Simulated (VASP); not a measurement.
# Si62C (a cell with a defect) in VASP: single point with PBE+D3(BJ)

Aim: the single point of Si62C (a cell with a defect) with PBE+D3(BJ).

All numbers are computed with VASP 6.6.1; they aren't measurements. Logs are shortened: lines on timing, memory, paths and dates and some standing lists are left out, and cuts for length are marked.

## 1. The cell of the first run

The cell holds a defect, 63 atoms: a = 10.860 Å, b = 10.860 Å, c = 10.860 Å, α = 90.00°, β = 90.00°, γ = 90.00°.

## 2. Single point, PBE+D3(BJ), collinear spin

The input, INCAR:

```
SYSTEM = Si62C
PREC = Accurate ; ENCUT = 520
EDIFF = 1E-7 ; ISMEAR = -1
SIGMA = 0.05 ; LREAL = Auto
LASPH = .True. ; NELM = 150
ALGO = Normal ; ISIF = 2
LWAVE = .False. ; LCHARG = .False.
ISPIN = 2 ; MAGMOM = 0 0 0 0 0 0 0 0 0 0 0 0 0 0 0 0 0 0 0 0 0 0 0 0 0 0 0 0 0 0 0 0 0 0 0 0 0 0 0 0 0 0 0 0 0 0 0.13 0 0 0 0 0 0 0 0 0 0 0 0 0 0 0 0
LORBIT = 11 ; GGA = PE
IVDW = 12 ; NBANDS = 167
NELECT = 253.0
```

The input, KPOINTS:

```
Automatic mesh
0
Gamma
  1 1 1
  0 0 0
```

The input, POSCAR:

```
Si62C
1.0
   10.8600000000      0.0000000000      0.0000000000
    0.0000000000     10.8600000000      0.0000000000
    0.0000000000      0.0000000000     10.8600000000
Si C
62 1
Direct
    0.4980569982     -0.0016294659     -0.0013616943
    0.6246966851      0.1294478821      0.1196230203
    0.7488686004      0.2583254144     -0.0077543278
    0.8729818600      0.3762947514      0.1296026703
    0.7473232965      0.0004996317      0.2492601289
    0.8739802947      0.1215995396      0.3769220994
   -0.0002931860     -0.0014447514      0.0017457643
    0.1249315838      0.1253931860      0.1246627072
    0.2511034991      0.2502210866     -0.0003715470
    0.3778672192      0.3764849908      0.1220134438
    0.5026715470      0.5018041436     -0.0051511050
    0.6252294659      0.6254694291      0.1246382136
    0.7508745856      0.7498544199     -0.0010268877
    0.8742880295      0.8734783610      0.1276180479
    0.2482443831     -0.0009719153      0.2512943831
    0.3762761510      0.1225627993      0.3751658379
    0.4991480663      0.2515982505      0.2510297422
    0.6242811234      0.3797830571      0.3792749540
    0.7494760589      0.5072922652      0.2582321363
    0.8522372928      0.6369418048      0.4081502762
    0.5053377532     -0.0042023020      0.4979996317
    0.6256518416      0.1246943831      0.6243787293
    0.7507419890      0.2510569061      0.5004367403
    0.8770580110      0.3770788214      0.6243587477
    0.7504926335     -0.0063882136      0.7450821363
    0.8743566298      0.1226737569      0.8741232965
    0.0002946593      0.4967753223      0.0032060773
    0.1205156538      0.6272082873      0.1293984346
    0.2496026703      0.7505858195      0.0014355433
    0.3760051565      0.8739406998      0.1280783610
   -0.0007192449      0.2480232044      0.2520564457
    0.1257692449      0.3766340700      0.3720793738
    0.2533678637      0.5013432781      0.2484872928
    0.3782091160      0.6262850829      0.3776733886
    0.5053576427      0.7511314917      0.2544290055
    0.6371982505      0.8640611418      0.3857454880
   -0.0143601289     -0.0147522099      0.5053864641
    0.1185260589      0.1180767956      0.6221291897
    0.2460485267      0.2459690608      0.4983638122
    0.3727879374      0.3741979742      0.6219486188
    0.5005138122      0.5054262431      0.5092706262
    0.8533383978      0.8418024862      0.6178634438
    0.2541131676      0.0013788214      0.7481493554
    0.3780672192      0.1279033149      0.8732381215
    0.5032009208      0.2545472376      0.7479820442
    0.6317338858      0.3923638122      0.8577539595
    0.7531161142      0.5278560773      0.7243826888
    0.8783806630      0.6255420810      0.8745694291
   -0.0124783610      0.7451275322      0.2623776243
    0.1197700737      0.8745212707      0.3753956722
   -0.0015300184      0.5016337937      0.4977559853
    0.1239317680      0.6250240331      0.6248010129
    0.2486617864      0.7506650092      0.4990942910
    0.3792891344      0.8715747698      0.6228017495
    0.0007476059      0.2480777164      0.7519682320
    0.1264625230      0.3756851750      0.8746036832
    0.2507639042      0.5010639042      0.7488719153
    0.3771798343      0.6285884899      0.8707967772
    0.5073806630      0.7393931860      0.7386081952
    0.6246955801      0.8710810313      0.8700451197
    0.0010140884      0.7518938306      0.7509789134
    0.1278281768      0.8784809392      0.8743304788
    0.7572028545      0.7122898711      0.5418352670
```

Potentials or basis: VASP PAW PBE potentials, release 64 (Si, C).

On the command line:

```bash
> cat potpaw_PBE.64/Si/POTCAR potpaw_PBE.64/C/POTCAR > POTCAR
> mpirun -np 1 vasp_gam > vasp.out
```

OUTCAR:

```text
SYSTEM = Si62C
   PREC = Accurate
   ENCUT = 520
   EDIFF = 1E-7
   ISMEAR = -1
   LREAL = Auto
   LASPH = .True.
   NELM = 150
   ISIF = 2
   ISPIN = 2
   LORBIT = 11
   GGA = PE
   IVDW = 12
   NELECT = 253.0
 IVDW          = 12

 ion  position               nearest neighbor table
   1  0.498  0.998  0.999-  44 2.35  30 2.36   2 2.38  60 2.40
   2  0.625  0.129  0.120-   1 2.38  17 2.38   3 2.39   5 2.39
   3  0.749  0.258  0.992-  26 2.38   4 2.38   2 2.39  46 2.42
   4  0.873  0.376  0.130-  27 2.35  31 2.36   3 2.38  19 2.40
   5  0.747  0.000  0.249-   6 2.35  14 2.36   2 2.39  36 2.41
   6  0.874  0.122  0.377-   5 2.35  23 2.36  31 2.36  37 2.37
[... 41 lines left out ...]
  48  0.878  0.626  0.875-  61 2.34  13 2.36  47 2.37  27 2.38
  49  0.988  0.745  0.262-  50 2.35  14 2.37  28 2.41  20 2.46
  50  0.120  0.875  0.375-  49 2.35  37 2.36  53 2.36  15 2.36
  51  0.998  0.502  0.498-  24 2.34  52 2.36  32 2.37  20 2.37
  52  0.124  0.625  0.625-  57 2.35  51 2.36  61 2.36  53 2.36
  53  0.249  0.751  0.499-  54 2.35  34 2.35  52 2.36  50 2.36
  54  0.379  0.872  0.623-  21 2.35  53 2.35  59 2.36  43 2.39
  55  0.001  0.248  0.752-  26 2.34  56 2.36  38 2.37  24 2.38
  56  0.126  0.376  0.875-   9 2.35  57 2.35  27 2.36  55 2.36
  57  0.251  0.501  0.749-  52 2.35  56 2.35  40 2.36  58 2.36
  58  0.377  0.629  0.871-  59 2.35  57 2.36  11 2.36  29 2.38
  59  0.507  0.739  0.739-  58 2.35  54 2.36  60 2.39
  60  0.625  0.871  0.870-  25 2.34  13 2.36  59 2.39   1 2.40
  61  0.001  0.752  0.751-  48 2.34  52 2.36  62 2.36  42 2.37
  62  0.128  0.878  0.874-  43 2.35   7 2.36  61 2.36  29 2.36
  63  0.757  0.712  0.542-  42 1.94  20 1.96

  LATTYP: Found a simple cubic cell.
 ALAT       =    10.8600000000

  Lattice vectors:

 A1 = (  10.8600000000,   0.0000000000,   0.0000000000)
 A2 = (   0.0000000000,  10.8600000000,   0.0000000000)
 A3 = (   0.0000000000,   0.0000000000,  10.8600000000)

Analysis of symmetry for initial positions (statically):
=====================================================================
 Subroutine PRICEL returns:
 Original cell was already a primitive cell.

 Routine SETGRP: Setting up the symmetry group for a
 simple cubic supercell.

 Subroutine GETGRP returns: Found  1 space group operations
 (whereof  1 operations were pure point group operations)
 out of a pool of 48 trial point group operations.

The static configuration has the point symmetry C_1 .

Analysis of symmetry for dynamics (positions and initial velocities):
=====================================================================
 Subroutine PRICEL returns:
 Original cell was already a primitive cell.

 Routine SETGRP: Setting up the symmetry group for a
 simple cubic supercell.

 Subroutine GETGRP returns: Found  1 space group operations
 (whereof  1 operations were pure point group operations)
 out of a pool of 48 trial point group operations.

The dynamic configuration has the point symmetry C_1 .

Analysis of structural, dynamic, and magnetic symmetry:
=====================================================================
 Subroutine PRICEL returns:
 Original cell was already a primitive cell.

 Routine SETGRP: Setting up the symmetry group for a
 simple cubic supercell.

 Subroutine GETGRP returns: Found  1 space group operations
 (whereof  1 operations were pure point group operations)
 out of a pool of 48 trial point group operations.

The overall configuration has the point symmetry C_1 .

 Subroutine INISYM returns: Found  1 space group operations
 (whereof  1 operations are pure point group operations),
 and found     1 'primitive' translations

----------------------------------------------------------------------------------------

                                     Primitive cell

  volume of cell :    1280.8241

  direct lattice vectors                    reciprocal lattice vectors
    10.860000000  0.000000000  0.000000000     0.092081031  0.000000000  0.000000000
[... 182 lines left out ...]
   ENCUT  =  520.0 eV  38.22 Ry    6.18 a.u.  20.19 20.19 20.19*2*pi/ulx,y,z
   NELM   =    150;   NELMIN=  2; NELMDL= -5     # of ELM steps
   EDIFF  = 0.1E-06   stopping-criterion for ELM
   LREAL  =      T    real-space projection
   EDIFFG = 0.1E-05   stopping-criterion for IOM
   NSW    =      0    number of steps for IOM
   IBRION =     -1    ionic relax: 0-MD 1-quasi-New 2-CG
   NFREE  =      0    steps in history (QN), initial steepest desc. (CG)
   ISIF   =      2    stress and relaxation
   ISYM   =      2    0-nonsym 1-usesym 2-fastsym
   POTIM  = 0.5000    time-step for ionic-motion
   TEBEG  =    0.0;   TEEND  =   0.0 temperature during run
   PSTRESS=    0.0 pullay stress
   NELECT =     253.0000    total number of electrons
   NUPDOWN=      -1.0000    fix difference up-down
   EMIN   =  10.00;   EMAX   =-10.00  energy-range for DOS
   EFERMI =   0.00;   METHOD = LEGACY
   ISMEAR =    -1;   SIGMA  =   0.05  broadening in eV -4-tet -1-fermi 0-gaus
   EFERMI_NEDOS =   21; number of points for ismear=-14 and -15
   IALGO  =     38    algorithm
   IMIX   =      4    mixing-type and parameters
     AMIX     =   0.40;   BMIX     =  1.00
     AMIX_MAG =   1.60;   BMIX_MAG =  1.00
  volume/ion in A,a.u.               =      20.33       137.20
  Fermi-wavevector in a.u.,A,eV,Ry     =   0.953422  1.801706 12.367880  0.909014
  Thomas-Fermi vector in A             =   2.082076
   LORBIT       =     11    0 simple, 1 ext, 2 COOP (PROOUT), +10 PAW based schemes
   GGA     = PE    functional components
   LHFCALC =     F    Hartree Fock is set to
   AEXX    =    0.0000 exact exchange contribution
   IVDW    =    12    specifies the selected vdW correction
   LEPSILON=     F    determine dielectric tensor
   LRPA    =     F    only Hartree local field effects (RPA)
 spin polarized calculation
  energy-cutoff  :      520.00
  volume of cell :     1280.82
 maximum number of plane-waves:     17229
 NGX is ok and might be reduce to    84
   NGX = 41   NGY = 41   NGZ = 41

 number of electron     252.9999996 magnetization       0.0031556

 Free energy of the ion-electron system (eV)
  ---------------------------------------------------
  ext. energy  EPLUGINS =         0.00000000
  ---------------------------------------------------
  free energy    TOTEN  =      -326.89270382 eV

  energy without entropy =     -326.76002780  energy(sigma->0) =     -326.82636581

 E-fermi :   6.0074     XC(G=0):  -9.3387

 val. band max:        5.8574433331   @ k =   0.0000   0.0000   0.0000
 cond. band min:       6.0253274864   @ k =   0.0000   0.0000   0.0000
 fundamental gap:      0.1678841533
 Fermi energy:         6.0073870039

 spin component 1

 k-point     1 :       0.0000    0.0000    0.0000
  band No.  band energies     occupation
      1      -6.3072      1.00000
      2      -5.6686      1.00000
      3      -5.2002      1.00000
      4      -5.1870      1.00000
      5      -5.1800      1.00000
      6      -5.1772      1.00000
[... 130 lines left out ...]
    137       6.8300      0.00000
    138       6.8329      0.00000
 Fermi energy:         6.0073870039

 spin component 2

 k-point     1 :       0.0000    0.0000    0.0000
  band No.  band energies     occupation
      1      -6.3071      1.00000
      2      -5.6684      1.00000
      3      -5.2002      1.00000
      4      -5.1869      1.00000
      5      -5.1800      1.00000
      6      -5.1771      1.00000
[... 130 lines left out ...]
    137       6.8301      0.00000
    138       6.8330      0.00000
 [bands above 138 left out]

------------------------ aborting loop because EDIFF is reached ----------------------------------------

 Edisp (eV)  -19.65703

 E6    (eV) :   -11.5321

 E8    (eV) :    -8.1250

  FORCE on cell =-STRESS in cart. coord.  units (eV):
  Direction    XX          YY          ZZ          XY          YZ          ZX
  --------------------------------------------------------------------------------------
  -------------------------------------------------------------------------------------
  Total      -0.01385    -9.98710   -10.44304     2.76413    -2.66694    -0.89614
  in kB      -0.01733   -12.49282   -13.06315     3.45763    -3.33606    -1.12098
  external pressure =       -8.52 kB  Pullay stress =        0.00 kB

 VOLUME and BASIS-vectors are now :
 -----------------------------------------------------------------------------
  energy-cutoff  :      520.00
  volume of cell :     1280.82
      direct lattice vectors                 reciprocal lattice vectors
    10.860000000  0.000000000  0.000000000     0.092081031  0.000000000  0.000000000
     0.000000000 10.860000000  0.000000000     0.000000000  0.092081031  0.000000000
     0.000000000  0.000000000 10.860000000     0.000000000  0.000000000  0.092081031

 POSITION                                       TOTAL-FORCE (eV/Angst)
 -----------------------------------------------------------------------------------
      5.40890     10.84230     10.84521         0.020788     -0.045437     -0.024387
      6.78421      1.40580      1.29911         0.010489     -0.071914      0.075692
      8.13271      2.80541     10.77579         0.009503     -0.037452      0.042834
      9.48058      4.08656      1.40748        -0.047886      0.052738      0.031855
      8.11593      0.00543      2.70696         0.037063     -0.103230      0.109331
      9.49143      1.32057      4.09337        -0.000125      0.006688     -0.009923
[... 55 lines left out ...]
      1.38821      9.54030      9.49523        -0.006719     -0.017992     -0.007962
      8.22322      7.73547      5.88433         0.751046      0.678433     -1.001012
 -----------------------------------------------------------------------------------
    total drift:                               -0.007230     -0.033422     -0.002847

  FREE ENERGIE OF THE ION-ELECTRON SYSTEM (eV)
  ---------------------------------------------------
  free  energy   TOTEN  =      -346.5497334311 eV

  energy  without entropy=     -346.4170574182  energy(sigma->0) =     -346.48339542

 total charge

# of ion       s       p       d       tot
------------------------------------------
    1        0.746   0.938   0.000   1.684
    2        0.750   0.923   0.000   1.673
    3        0.747   0.917   0.000   1.664
    4        0.740   0.940   0.000   1.680
    5        0.742   0.936   0.000   1.678
    6        0.741   0.951   0.000   1.692
[... 55 lines left out ...]
   62        0.742   0.954   0.000   1.697
   63        0.929   1.294   0.000   2.223
--------------------------------------------------
tot         47.085  59.397   0.000 106.483

 magnetization (x)

# of ion       s       p       d       tot
------------------------------------------
    1       -0.000   0.000   0.000   0.000
    2        0.000   0.000   0.000   0.000
    3        0.000   0.000   0.000   0.000
    4       -0.000  -0.000   0.000  -0.000
    5        0.000   0.000   0.000   0.000
    6        0.000  -0.000   0.000   0.000
[... 55 lines left out ...]
   62        0.000   0.000   0.000   0.000
   63        0.000   0.000   0.000   0.000
--------------------------------------------------
tot          0.000   0.000   0.000   0.001
```

Wall time 14 min (1 thread of AMD EPYC 7R13 (Zen 3), shared host); peak memory 1.5 GiB.

What came out:

| Quantity | Value |
| --- | --- |
| Free energy | -346.5497 eV |
| Largest force | 1.424 eV/Å |
| Net moment | 0.00 μB per cell |
| Valence electrons inside the program's atomic spheres | Si 1.68, 1.67, 1.66, 1.69, 1.70, 1.61, 1.64, 1.62, 1.59, 1.63 (each value once); C 2.22 |
| Dispersion energy per atom | -0.312 eV |

Forces in eV/Å, atoms in the order of the input:
```
Si   0.021 -0.045 -0.024
Si   0.010 -0.072  0.076
Si   0.010 -0.037  0.043
Si  -0.048  0.053  0.032
Si   0.037 -0.103  0.109
Si   0.000  0.007 -0.010
Si   0.012  0.023 -0.003
Si   0.005  0.006  0.007
Si  -0.001 -0.030  0.025
Si  -0.008  0.013 -0.001
Si   0.017  0.016  0.013
Si  -0.019 -0.015  0.009
Si   0.013 -0.008  0.023
Si  -0.003  0.011  0.006
Si  -0.006 -0.003 -0.008
Si   0.003 -0.023  0.012
Si  -0.003  0.013  0.039
Si   0.004 -0.013  0.052
Si  -0.007  0.097  0.105
Si   0.139  0.122  0.079
Si   0.002 -0.009  0.029
Si  -0.014 -0.007  0.015
Si   0.019 -0.019  0.009
Si  -0.032  0.021 -0.042
Si  -0.007 -0.114 -0.105
Si  -0.064 -0.044 -0.051
Si  -0.067  0.010 -0.008
Si  -0.069  0.010  0.031
Si  -0.035  0.016  0.061
Si   0.012 -0.012  0.016
Si   0.005  0.002 -0.018
Si   0.002  0.001  0.012
Si  -0.013 -0.008  0.006
Si  -0.057  0.001 -0.002
Si   0.006 -0.022  0.013
Si   0.144 -0.213  0.230
Si   0.010  0.020 -0.061
Si  -0.041 -0.004 -0.006
Si  -0.001 -0.036 -0.026
Si  -0.043 -0.024  0.079
Si  -0.117 -0.034  0.072
Si   0.203  0.085 -0.156
Si  -0.008 -0.012  0.000
Si  -0.009 -0.006 -0.004
Si   0.013 -0.011 -0.006
Si  -0.054 -0.034  0.037
Si  -0.113 -0.070  0.029
Si  -0.043  0.053 -0.039
Si  -0.021  0.065  0.031
Si   0.015  0.001  0.010
Si   0.012  0.028  0.006
Si   0.012 -0.014  0.015
Si  -0.011  0.013 -0.003
Si  -0.054 -0.004  0.009
Si  -0.070  0.002  0.007
Si  -0.040 -0.037  0.039
Si  -0.045 -0.021  0.026
Si  -0.102 -0.069  0.081
Si  -0.231 -0.100  0.141
Si   0.004 -0.063  0.002
Si  -0.021 -0.012 -0.054
Si  -0.007 -0.018 -0.008
C    0.751  0.678 -1.001
```

Caveat: the k points lie up to 0.58 Å⁻¹ apart; the cell carries a net charge on a neutralising background, which shifts energy and pressure; the cell is charged against a uniform background, so pressure and absolute levels hang on convention.
